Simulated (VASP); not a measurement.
# Ge in VASP: a series of runs

Runs on Ge. Level: PBE. Tasks: single point.

All numbers are computed with VASP 6.6.1; they aren't measurements. Logs are shortened: lines on timing, memory, paths and dates and some standing lists are left out, and cuts for length are marked.

## Step 1: The cell of the first run

Symmetry: Cmce, No. 64, orthorhombic system. The conventional cell has a = 7.042 Å, b = 8.152 Å, c = 7.066 Å, α = 90.00°, β = 90.00°, γ = 90.00°. Within 3.3 Å of Ge (site symmetry 1) lie 4 Ge at 2.49 to 2.52 Å.

The cell was built from a structure type or drawn by symmetry, and may not be a known phase.

## Step 2: Single point, PBE

Input file INCAR:

```
PREC = Accurate ; ENCUT = 520
EDIFF = 1E-6 ; ISMEAR = 0
SIGMA = 0.1 ; LREAL = F
LASPH = T ; NELM = 60
ALGO = Normal ; ISIF = 2
LWAVE = F ; LCHARG = F
GGA = PE ; NBANDS = 66
```

Input file KPOINTS:

```
regular mesh
0
Gamma
  4 4 4
```

Input file POSCAR:

```
Ge
1.0
    3.5208990000     -4.0762159000      0.0000000000
    3.5208990000      4.0762159000      0.0000000000
    0.0000000000      0.0000000000      7.0656769000
Ge
8
Direct
    0.3122730000      0.0453390000      0.4111820000
    0.4546610000      0.1877270000      0.0888180000
    0.0453390000      0.3122730000      0.5888180000
    0.1877270000      0.4546610000      0.9111820000
    0.9546610000      0.6877270000      0.4111820000
    0.6877270000      0.9546610000      0.5888180000
    0.8122730000      0.5453390000      0.0888180000
    0.5453390000      0.8122730000      0.9111820000
```

Potentials or basis: VASP PAW PBE potentials, release 64 (Ge_d).

The run is started by

```
cat potpaw_PBE.64/Ge_d/POTCAR > POTCAR
mpirun -np 1 vasp_std > vasp.out
```

OUTCAR:

```text
PREC = Accurate
   ENCUT = 520
   EDIFF = 1E-6
   ISMEAR = 0
   LREAL = F
   LASPH = T
   NELM = 60
   ISIF = 2
   GGA = PE

 ion  position               nearest neighbor table
   1  0.312  0.045  0.411-   6 2.49   2 2.49   3 2.51   5 2.52
   2  0.455  0.188  0.089-   8 2.49   1 2.49   4 2.51   7 2.52
   3  0.045  0.312  0.589-   5 2.49   4 2.49   1 2.51   6 2.52
   4  0.188  0.455  0.911-   7 2.49   3 2.49   2 2.51   8 2.52
   5  0.955  0.688  0.411-   3 2.49   7 2.49   6 2.51   1 2.52
   6  0.688  0.955  0.589-   1 2.49   8 2.49   5 2.51   3 2.52
   7  0.812  0.545  0.089-   4 2.49   5 2.49   8 2.51   2 2.52
   8  0.545  0.812  0.911-   2 2.49   6 2.49   7 2.51   4 2.52

  LATTYP: Found a base centered orthorhombic cell.
 ALAT       =     7.0417980000
 B/A-ratio  =     1.1577202016
 C/A-ratio  =     1.0033910231

  Lattice vectors:

 A1 = (   3.5208990000,  -4.0762159000,   0.0000000000)
 A2 = (   3.5208990000,   4.0762159000,   0.0000000000)
 A3 = (   0.0000000000,   0.0000000000,   7.0656769000)

Analysis of symmetry for initial positions (statically):
=====================================================================
 Subroutine PRICEL returns:
 Original cell was already a primitive cell.

 Routine SETGRP: Setting up the symmetry group for a
 base centered orthorhombic supercell.

 Subroutine GETGRP returns: Found  8 space group operations
 (whereof  4 operations were pure point group operations)
 out of a pool of  8 trial point group operations.

The static configuration has the point symmetry C_2h.
 The point group associated with its full space group is D_2h.

Analysis of symmetry for dynamics (positions and initial velocities):
=====================================================================
 Subroutine PRICEL returns:
 Original cell was already a primitive cell.

 Routine SETGRP: Setting up the symmetry group for a
 base centered orthorhombic supercell.

 Subroutine GETGRP returns: Found  8 space group operations
 (whereof  4 operations were pure point group operations)
 out of a pool of  8 trial point group operations.

The dynamic configuration has the point symmetry C_2h.
 The point group associated with its full space group is D_2h.

 Subroutine INISYM returns: Found  8 space group operations
 (whereof  4 operations are pure point group operations),
[... 105 lines left out ...]
   LREAL  =      F    real-space projection
   EDIFFG = 0.1E-04   stopping-criterion for IOM
   NSW    =      0    number of steps for IOM
   IBRION =     -1    ionic relax: 0-MD 1-quasi-New 2-CG
   NFREE  =      0    steps in history (QN), initial steepest desc. (CG)
   ISIF   =      2    stress and relaxation
   ISYM   =      2    0-nonsym 1-usesym 2-fastsym
   POTIM  = 0.5000    time-step for ionic-motion
   TEBEG  =    0.0;   TEEND  =   0.0 temperature during run
   PSTRESS=    0.0 pullay stress
   NELECT =     112.0000    total number of electrons
   NUPDOWN=      -1.0000    fix difference up-down
   EMIN   =  10.00;   EMAX   =-10.00  energy-range for DOS
   EFERMI =   0.00;   METHOD = LEGACY
   ISMEAR =     0;   SIGMA  =   0.10  broadening in eV -4-tet -1-fermi 0-gaus
   EFERMI_NEDOS =   21; number of points for ismear=-14 and -15
   IALGO  =     38    algorithm
   IMIX   =      4    mixing-type and parameters
     AMIX     =   0.40;   BMIX     =  1.00
     AMIX_MAG =   1.60;   BMIX_MAG =  1.00
  volume/ion in A,a.u.               =      25.35       171.08
  Fermi-wavevector in a.u.,A,eV,Ry     =   1.343124  2.538136 24.544654  1.803981
  Thomas-Fermi vector in A             =   2.471223
   LORBIT       =      0    0 simple, 1 ext, 2 COOP (PROOUT), +10 PAW based schemes
   GGA     = PE    functional components
   LHFCALC =     F    Hartree Fock is set to
   AEXX    =    0.0000 exact exchange contribution
   IVDW    =     0    specifies the selected vdW correction
   LEPSILON=     F    determine dielectric tensor
   LRPA    =     F    only Hartree local field effects (RPA)
 non-spin polarized calculation
 Gauss-broadening in eV      SIGMA  =   0.10
  energy-cutoff  :      520.00
  volume of cell :      202.81
 maximum number of plane-waves:      5502
   NGX = 21   NGY = 21   NGZ = 27

 number of electron     111.9999927 magnetization

 Free energy of the ion-electron system (eV)
  ---------------------------------------------------
  ext. energy  EPLUGINS =         0.00000000
  ---------------------------------------------------
  free energy    TOTEN  =       -35.44700786 eV

  energy without entropy =      -35.44456988  energy(sigma->0) =      -35.44578887

 E-fermi :   3.9917     XC(G=0):  -9.3039

 val. band max:        3.9739581634   @ k =   0.5000   0.5000   0.0000
 cond. band min:       4.1681102539   @ k =   0.2500   0.2500   0.0000
 fundamental gap:      0.1941520905
 Fermi energy:         3.9916720181

 k-point     1 :       0.0000    0.0000    0.0000
  band No.  band energies     occupation
      1     -20.7840      2.00000
      2     -20.7814      2.00000
      3     -20.7794      2.00000
      4     -20.7784      2.00000
      5     -20.7673      2.00000
      6     -20.7610      2.00000
[... 1438 lines left out ...]
     65       8.4073      0.00000
     66       8.4073      0.00000

------------------------ aborting loop because EDIFF is reached ----------------------------------------

  FORCE on cell =-STRESS in cart. coord.  units (eV):
  Direction    XX          YY          ZZ          XY          YZ          ZX
  --------------------------------------------------------------------------------------
  -------------------------------------------------------------------------------------
  Total        0.0279544      0.0985189      0.0315763      0.0000000      0.0000000      0.0000000
  in kB        0.2208338      0.7782798      0.2494466      0.0000000      0.0000000      0.0000000
  external PRESSURE =       0.4161867 kB  Pullay stress =       0.0000000 kB

 VOLUME and BASIS-vectors are now :
 -----------------------------------------------------------------------------
  energy-cutoff  :      520.00
  volume of cell :      202.81
      direct lattice vectors                 reciprocal lattice vectors
     3.520899000 -4.076215900  0.000000000     0.142009186 -0.122662786  0.000000000
     3.520899000  4.076215900  0.000000000     0.142009186  0.122662786  0.000000000
     0.000000000  0.000000000  7.065676900     0.000000000  0.000000000  0.141529257

 POSITION                                       TOTAL-FORCE (eV/Angst)
 -----------------------------------------------------------------------------------
      1.25912     -1.08808      2.90528        -0.001174     -0.002292      0.015748
      2.26178     -1.08808      0.62756         0.001174     -0.002292     -0.015748
      1.25912      1.08808      4.16040        -0.001174      0.002292     -0.015748
      2.26178      1.08808      6.43812         0.001174      0.002292      0.015748
      5.78268     -1.08808      2.90528         0.001174     -0.002292      0.015748
      5.78268      1.08808      4.16040         0.001174      0.002292     -0.015748
      4.78001     -1.08808      0.62756        -0.001174     -0.002292     -0.015748
      4.78001      1.08808      6.43812        -0.001174      0.002292      0.015748
 -----------------------------------------------------------------------------------
    total drift:                               -0.000000      0.000000      0.000000

  FREE ENERGIE OF THE ION-ELECTRON SYSTEM (eV)
  ---------------------------------------------------
  free  energy   TOTEN  =       -35.4470078570 eV

  energy  without entropy=      -35.4445698800  energy(sigma->0) =      -35.44578887
```

stdout:

```text
POSCAR found type information on POSCAR Ge
 POSCAR found :  1 types and       8 ions
 scaLAPACK will be used
 LDA part: xc-table for (Slater+PW92), standard interpolation
 POSCAR, INCAR and KPOINTS ok, starting setup
 FFT: planning ... GRIDC
 FFT: planning ... GRID_SOFT
 FFT: planning ... GRID
 WAVECAR not read
 entering main loop
```

Wall time 7 min (1 thread of Intel Xeon 8259CL, shared host); peak memory 0.38 GiB.

Results:

```yaml
Free_energy: -35.4470 eV
Pressure: 0.0 GPa
Largest_force: 0.016 eV/Å
```

Forces in eV/Å, atoms in the order of the input:
```
Ge  -0.001 -0.002  0.016
Ge   0.001 -0.002 -0.016
Ge  -0.001  0.002 -0.016
Ge   0.001  0.002  0.016
Ge   0.001 -0.002  0.016
Ge   0.001  0.002 -0.016
Ge  -0.001 -0.002 -0.016
Ge  -0.001  0.002  0.016
```

Levels at points of the mesh, in eV from the Fermi level:
```tsv
k point	band 54	band 55	band 56	band 57	band 58	band 59
(0.00, 0.00, 0.00)	-1.77	-1.26	-0.85	0.43	0.93	1.25
(0.50, 0.00, 0.00)	-1.92	-1.44	-1.44	0.77	0.77	2.42
(0.50, 0.50, 0.00)	-0.48	-0.05	-0.02	-0.02	1.76	2.26
(0.00, 0.00, 0.50)	-1.41	-1.41	-1.41	1.13	1.13	1.14
(0.50, 0.00, 0.50)	-2.34	-1.68	-1.68	1.68	1.68	1.91
(0.50, 0.50, 0.50)	-1.23	-0.83	-0.83	0.83	0.83	1.96
```

## Step 3: Single point, PBE

Input file INCAR:

```
PREC = Accurate ; ENCUT = 520
EDIFF = 1E-6 ; ISMEAR = 0
SIGMA = 0.2 ; LREAL = False
LASPH = True ; NELM = 100
ALGO = Normal ; ISIF = 2
LWAVE = False ; LCHARG = False
GGA = PE ; NBANDS = 66
```

Input file KPOINTS:

```
Automatic mesh
0
Gamma
  4 4 4
```

POSCAR is that of step 2.

Potentials or basis: VASP PAW PBE potentials, release 64 (Ge_d).

The run is started by

```
cat potpaw_PBE.64/Ge_d/POTCAR > POTCAR
mpirun -np 1 vasp_std > vasp.out
```

Run time: 6.8 min. Hardware: 1 thread of Intel Xeon 8259CL, shared host; peak memory 0.38 GiB.

It converged, with:

| Quantity | Value |
| --- | --- |
| Free energy | -35.4500 eV |
| Pressure | 0.0 GPa |
| Largest force | 0.016 eV/Å |

Forces in eV/Å, atoms in the order of the input:
```
Ge  -0.005 -0.002  0.015
Ge   0.005 -0.002 -0.015
Ge  -0.005  0.002 -0.015
Ge   0.005  0.002  0.015
Ge   0.005 -0.002  0.015
Ge   0.005  0.002 -0.015
Ge  -0.005 -0.002 -0.015
Ge  -0.005  0.002  0.015
```

Levels at points of the mesh, in eV from the Fermi level:
```
           k point  band 53  band 54  band 55  band 56  band 57  band 58  band 59  band 60
(0.00, 0.00, 0.00)    -2.30    -1.77    -1.26    -0.86     0.42     0.93     1.24     1.71
(0.50, 0.00, 0.00)    -1.92    -1.92    -1.44    -1.44     0.77     0.77     2.42     2.42
(0.50, 0.50, 0.00)    -1.37    -0.48    -0.06    -0.02    -0.02     1.75     2.25     3.39
(0.00, 0.00, 0.50)    -1.42    -1.42    -1.41    -1.41     1.13     1.13     1.13     1.13
(0.50, 0.00, 0.50)    -2.34    -2.34    -1.68    -1.68     1.68     1.68     1.91     1.91
(0.50, 0.50, 0.50)    -1.24    -1.24    -0.83    -0.83     0.83     0.83     1.96     1.96
```

## Step 4: Single point, PBE

Input file INCAR:

```
ALGO = Normal
EDIFF = 1E-6
ENCUT = 520
GGA = PE
ISIF = 2
ISMEAR = 0
LASPH = True
LCHARG = False
LREAL = False
LWAVE = False
NBANDS = 66
NELM = 100
PREC = Accurate
SIGMA = 0.2
```

Input file KPOINTS:

```
k-points
0
Gamma
  4 4 4
```

Input file POSCAR:

```
Ge
1.0
    3.5208966415     -4.0826583389      0.0000460189
    3.5215205097      4.0832524198      0.0003059007
    0.0003412697      0.0001944666      7.0646341377
Ge
8
Direct
    0.3121793498      0.0454036681      0.4113630541
    0.4547038134      0.1876648663      0.0886120783
    0.0453926331      0.3123129753      0.5886069723
    0.1877663356      0.4545391787      0.9114209510
    0.9545249622      0.6877646959      0.4114273583
    0.6876681251      0.9546997815      0.5885836152
    0.8123411462      0.5453843318      0.0886215660
    0.5454236348      0.8122305023      0.9113644047
```

The run is started by

```
cat potpaw_PBE.64/Ge_d/POTCAR > POTCAR
mpirun -np 1 vasp_std > vasp.out
```

Wall time 12 min (1 thread of Intel Xeon 8259CL, shared host); peak memory 0.48 GiB.

Results (log left out):

| Item | Value |
| --- | --- |
| Free energy | -35.4503 eV |
| Pressure | 0.0 GPa |
| Largest force | 0.004 eV/Å |

Forces on the atoms (eV/Å):
```
Ge  -0.001 -0.001  0.003
Ge   0.001  0.000 -0.003
Ge  -0.001  0.002 -0.001
Ge   0.002  0.000  0.001
Ge   0.001 -0.001  0.001
Ge   0.001  0.000 -0.002
Ge  -0.002  0.000 -0.002
Ge  -0.002  0.001  0.003
```

Levels at points of the mesh, in eV from the Fermi level:
| k point | band 52 | band 53 | band 54 | band 55 | band 56 | band 57 | band 58 | band 59 | band 60 | band 61 |
| --- | --- | --- | --- | --- | --- | --- | --- | --- | --- | --- |
| (0.00, 0.00, 0.00) | -2.71 | -2.29 | -1.77 | -1.27 | -0.85 | 0.42 | 0.91 | 1.24 | 1.72 | 2.71 |
| (0.50, 0.00, 0.00) | -2.27 | -1.91 | -1.91 | -1.43 | -1.43 | 0.77 | 0.77 | 2.41 | 2.41 | 2.76 |
| (0.00, 0.50, 0.00) | -2.27 | -1.91 | -1.91 | -1.43 | -1.43 | 0.77 | 0.77 | 2.41 | 2.41 | 2.76 |
| (0.50, 0.50, 0.00) | -2.83 | -1.38 | -0.49 | -0.07 | -0.02 | -0.01 | 1.73 | 2.25 | 3.38 | 3.54 |
| (0.00, 0.00, 0.50) | -3.16 | -1.41 | -1.41 | -1.41 | -1.40 | 1.12 | 1.12 | 1.14 | 1.14 | 2.72 |
| (0.50, 0.00, 0.50) | -2.61 | -2.33 | -2.33 | -1.67 | -1.67 | 1.68 | 1.68 | 1.91 | 1.91 | 2.49 |
| (0.00, 0.50, 0.50) | -2.61 | -2.33 | -2.33 | -1.67 | -1.67 | 1.68 | 1.68 | 1.91 | 1.91 | 2.49 |
| (0.50, 0.50, 0.50) | -2.82 | -1.23 | -1.23 | -0.84 | -0.84 | 0.83 | 0.84 | 1.94 | 1.94 | 3.51 |

## Step 5: Summary

| cell | smearing | pressure (GPa) | largest force (eV/Å) |
| --- | --- | --- | --- |
| a = 5.386, b = 5.386, c = 7.066 Å, angles 90.0, 90.0, 98.4°, 8 atoms | gaussian 0.1 eV | 0.0 | 0.02 |
| a = 5.386, b = 5.386, c = 7.066 Å, angles 90.0, 90.0, 98.4°, 8 atoms | gaussian 0.2 eV | 0.0 | 0.02 |
| a = 5.391, b = 5.392, c = 7.065 Å, angles 90.0, 90.0, 98.4°, 8 atoms | gaussian 0.2 eV | 0.0 | - |

Alike in all rows: task single point; level PBE; potentials or basis VASP PAW PBE potentials, release 64 (Ge_d); no spin polarisation; k mesh 4 × 4 × 4; cutoff (eV) 520.

Total energies depend on the potentials used, so only differences within one code and one set of settings carry meaning.
